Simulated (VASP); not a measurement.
# PbO (P4/nmm) in VASP: further runs, part 2 of 2

VASP 6.6.1. Earlier steps stand in the parts before.

**6. Single point, r2SCAN**

This run uses another cell than the first one, of 21.15 Å³/atom.

Input file POSCAR:

```
PbO
1.0
    3.9871350059      0.0000000000      0.0000000000
    0.0000000000      3.9871350059      0.0000000000
    0.0000000000      0.0000000000      5.3217255011
Pb O
2 2
Direct
    0.0000000000      0.5000000000      0.2231760842
    0.5000000000      0.0000000000      0.7768239158
    0.0000000000      0.0000000000      0.0000000000
    0.5000000000      0.5000000000      0.0000000000
```

Input file INCAR.step1:

```
SYSTEM = PbO
PREC = Accurate ; ENCUT = 520
ISMEAR = 0 ; SIGMA = 0.02
LREAL = .False. ; LASPH = .True.
NELM = 100 ; NBANDS = 28
GGA = PE ; ALGO = Normal
EDIFF = 1E-4 ; LWAVE = .True.
LCHARG = .False.
```

Input file INCAR.step2:

```
SYSTEM = PbO
PREC = Accurate ; ENCUT = 520
EDIFF = 1E-6 ; ISMEAR = 0
SIGMA = 0.02 ; LREAL = .False.
LASPH = .True. ; NELM = 100
ALGO = Normal ; ISIF = 2
LWAVE = .False. ; LCHARG = .False.
METAGGA = R2SCAN ; LMIXTAU = .True.
NBANDS = 28 ; ISTART = 1
```

Input file KPOINTS:

```
Automatic mesh
0
Gamma
  8 8 6
  0 0 0
```

Potentials or basis: VASP PAW PBE potentials, release 64 (Pb_d, O).

On the command line:

```console
> cat potpaw_PBE.64/Pb_d/POTCAR potpaw_PBE.64/O/POTCAR > POTCAR
> cp INCAR.step1 INCAR
> mpirun -np 1 vasp_std > vasp.out
> cp INCAR.step2 INCAR
> mpirun -np 1 vasp_std > vasp.out
```

OUTCAR:

```text
SYSTEM = PbO
   PREC = Accurate
   ENCUT = 520
   EDIFF = 1E-6
   ISMEAR = 0
   LREAL = .False.
   LASPH = .True.
   NELM = 100
   ISIF = 2
   METAGGA = R2SCAN
   ISTART = 1

 ion  position               nearest neighbor table
   1  0.000  0.500  0.223-   3 2.32   4 2.32   3 2.32   4 2.32   2 3.69   2 3.69   2 3.69   2 3.69
                             2 4.08   2 4.08   2 4.08   2 4.08
   2  0.500  0.000  0.777-   3 2.32   4 2.32   4 2.32   3 2.32   1 3.69   1 3.69   1 3.69   1 3.69
                             1 4.08   1 4.08   1 4.08   1 4.08
   3  0.000  0.000  0.000-   1 2.32   2 2.32   1 2.32   2 2.32
   4  0.500  0.500  0.000-   1 2.32   2 2.32   2 2.32   1 2.32

  LATTYP: Found a simple tetragonal cell.
 ALAT       =     3.9871350059
 C/A-ratio  =     1.3347241800

  Lattice vectors:

 A1 = (   3.9871350059,   0.0000000000,   0.0000000000)
 A2 = (   0.0000000000,   3.9871350059,   0.0000000000)
 A3 = (   0.0000000000,   0.0000000000,   5.3217255011)

Analysis of symmetry for initial positions (statically):
=====================================================================
 Subroutine PRICEL returns:
 Original cell was already a primitive cell.

 Routine SETGRP: Setting up the symmetry group for a
 simple tetragonal supercell.

 Subroutine GETGRP returns: Found 16 space group operations
 (whereof  8 operations were pure point group operations)
 out of a pool of 16 trial point group operations.

The static configuration has the point symmetry D_2d.
 The point group associated with its full space group is D_4h.

Analysis of symmetry for dynamics (positions and initial velocities):
=====================================================================
 Subroutine PRICEL returns:
 Original cell was already a primitive cell.

 Routine SETGRP: Setting up the symmetry group for a
 simple tetragonal supercell.

 Subroutine GETGRP returns: Found 16 space group operations
 (whereof  8 operations were pure point group operations)
[... 126 lines left out ...]
     AMIX     =   0.40;   BMIX     =  1.00
     AMIX_MAG =   1.60;   BMIX_MAG =  1.00
  volume/ion in A,a.u.               =      21.15       142.73
  Fermi-wavevector in a.u.,A,eV,Ry     =   1.275372  2.410103 22.130862  1.626572
  Thomas-Fermi vector in A             =   2.408087
   LORBIT       =      0    0 simple, 1 ext, 2 COOP (PROOUT), +10 PAW based schemes
   METAGGA = R2SCAN    functional components
   LHFCALC =     F    Hartree Fock is set to
   AEXX    =    0.0000 exact exchange contribution
   IVDW    =     0    specifies the selected vdW correction
   LEPSILON=     F    determine dielectric tensor
   LRPA    =     F    only Hartree local field effects (RPA)
 non-spin polarized calculation
 Gauss-broadening in eV      SIGMA  =   0.02
  energy-cutoff  :      520.00
  volume of cell :       84.60
 maximum number of plane-waves:      2308
 NGX is ok and might be reduce to    30
   NGX = 15   NGY = 15   NGZ = 19

 number of electron      39.9999998 magnetization

 Free energy of the ion-electron system (eV)
  ---------------------------------------------------
  ext. energy  EPLUGINS =         0.00000000
  ---------------------------------------------------
  free energy    TOTEN  =      -129.52250910 eV

  energy without entropy =     -129.52250910  energy(sigma->0) =     -129.52250910

 E-fermi :   4.4579     XC(G=0): -10.0597

 val. band max:        4.3280961707   @ k =   0.0000   0.0000   0.0000
 cond. band min:       6.1573280239   @ k =   0.5000   0.5000   0.0000
 fundamental gap:      1.8292318533
 Fermi energy:         4.4579291001

 k-point     1 :       0.0000    0.0000    0.0000
  band No.  band energies     occupation
      1     -15.0576      2.00000
      2     -14.4424      2.00000
      3     -12.1737      2.00000
      4     -12.1737      2.00000
      5     -12.1225      2.00000
      6     -12.1048      2.00000
[... 733 lines left out ...]
     27      14.1533      0.00000
     28      14.1533      0.00000

 [... further k-points ...]

------------------------ aborting loop because EDIFF is reached ----------------------------------------

  FORCE on cell =-STRESS in cart. coord.  units (eV):
  Direction    XX          YY          ZZ          XY          YZ          ZX
  --------------------------------------------------------------------------------------
  -------------------------------------------------------------------------------------
  Total        0.2877895      0.2877895      0.2082029      0.0000000      0.0000000      0.0000000
  in kB        5.4501849      5.4501849      3.9429661      0.0000000      0.0000000      0.0000000
  external PRESSURE =       4.9477786 kB  Pullay stress =       0.0000000 kB

 VOLUME and BASIS-vectors are now :
 -----------------------------------------------------------------------------
  energy-cutoff  :      520.00
  volume of cell :       84.60
      direct lattice vectors                 reciprocal lattice vectors
     3.987135006  0.000000000  0.000000000     0.250806657  0.000000000  0.000000000
     0.000000000  3.987135006  0.000000000     0.000000000  0.250806657  0.000000000
     0.000000000  0.000000000  5.321725501     0.000000000  0.000000000  0.187908978

 POSITION                                       TOTAL-FORCE (eV/Angst)
 -----------------------------------------------------------------------------------
      0.00000      1.99357      1.18768        -0.000000     -0.000000      0.111554
      1.99357      0.00000      4.13404         0.000000      0.000000     -0.111554
      0.00000      0.00000      0.00000        -0.000000      0.000000      0.000000
      1.99357      1.99357      0.00000        -0.000000     -0.000000      0.000000
 -----------------------------------------------------------------------------------
    total drift:                                0.000000      0.000000      0.000000

  FREE ENERGIE OF THE ION-ELECTRON SYSTEM (eV)
  ---------------------------------------------------
  free  energy   TOTEN  =      -129.5225091041 eV

  energy  without entropy=     -129.5225091041  energy(sigma->0) =     -129.52250910
```

OSZICAR.step1:

```text
N       E                     dE             d eps       ncg     rms          rms(c)
DAV:   1     0.463271886913E+03    0.46327E+03   -0.19704E+04  3360   0.167E+03
DAV:   2     0.384105621926E+02   -0.42486E+03   -0.40683E+03  3444   0.446E+02
DAV:   3    -0.232396555772E+02   -0.61650E+02   -0.60053E+02  4256   0.184E+02
DAV:   4    -0.261472498582E+02   -0.29076E+01   -0.28951E+01  3904   0.416E+01
DAV:   5    -0.262402959036E+02   -0.93046E-01   -0.93037E-01  3856   0.810E+00    0.125E+01
DAV:   6    -0.216522451801E+02    0.45881E+01   -0.25095E+01  4936   0.396E+01    0.540E+00
DAV:   7    -0.215033919388E+02    0.14885E+00   -0.29224E+00  4064   0.120E+01    0.252E+00
DAV:   8    -0.214810195159E+02    0.22372E-01   -0.53010E-01  3768   0.481E+00    0.823E-01
DAV:   9    -0.214708141494E+02    0.10205E-01   -0.63067E-02  5412   0.205E+00    0.282E-01
DAV:  10    -0.214725356628E+02   -0.17215E-02   -0.13514E-02  3860   0.778E-01    0.110E-01
DAV:  11    -0.214722656544E+02    0.27001E-03   -0.30177E-03  4584   0.436E-01    0.705E-02
DAV:  12    -0.214722246176E+02    0.41037E-04   -0.39427E-04  3436   0.195E-01
   1 F= -.21472225E+02 E0= -.21472225E+02  d E =-.305062E-19
```

Run time: 5.6 min. Hardware: 1 thread of Intel Xeon Platinum 8488C (Sapphire Rapids), shared host; peak memory 0.27 GiB.

What came out:

```
Free energy            : -129.5225 eV
Pressure               : 0.5 GPa
Largest force          : 0.112 eV/Å
Band gap on the k mesh : 1.83 eV (least direct gap 2.51 eV)
```

Forces on the atoms (eV/Å):
```
Pb   0.000  0.000  0.112
Pb   0.000  0.000 -0.112
O    0.000  0.000  0.000
O    0.000  0.000  0.000
```

Stress tensor (GPa, compression positive):
```
0.55 0.00 0.00
0.00 0.55 0.00
0.00 0.00 0.39
```

Caveat: the PAW data sets were made with another functional, which shifts forces and pressure a little; spin-orbit coupling is left out, which moves the levels of the heavy elements. A k mesh can miss the band edges.

**7. The runs side by side**

```tsv
cell	gap on the mesh (eV)	pressure (GPa)	largest force (eV/Å)
a = 3.990, b = 3.990, c = 5.633 Å, 4 atoms, atomic positions A	2.12	-0.1	0.12
a = 3.980, b = 3.980, c = 5.019 Å, 4 atoms, atomic positions B	1.55	1.7	0.11
a = 3.983, b = 3.983, c = 5.173 Å, 4 atoms, atomic positions C	1.69	1.0	0.11
a = 3.987, b = 3.987, c = 5.322 Å, 4 atoms, atomic positions D	1.83	0.5	0.11
```

Alike in all rows: task single point; level r2SCAN; potentials or basis VASP PAW PBE potentials, release 64 (Pb_d, O); no spin polarisation; k mesh 8 × 8 × 6; cutoff (eV) 520; smearing gaussian 0.02 eV.

Caveats: the PAW data sets were made with another functional, which shifts forces and pressure a little; spin-orbit coupling is left out, which moves the levels of the heavy elements.

Total energies depend on the potentials used, so only differences within one code and one set of settings carry meaning.
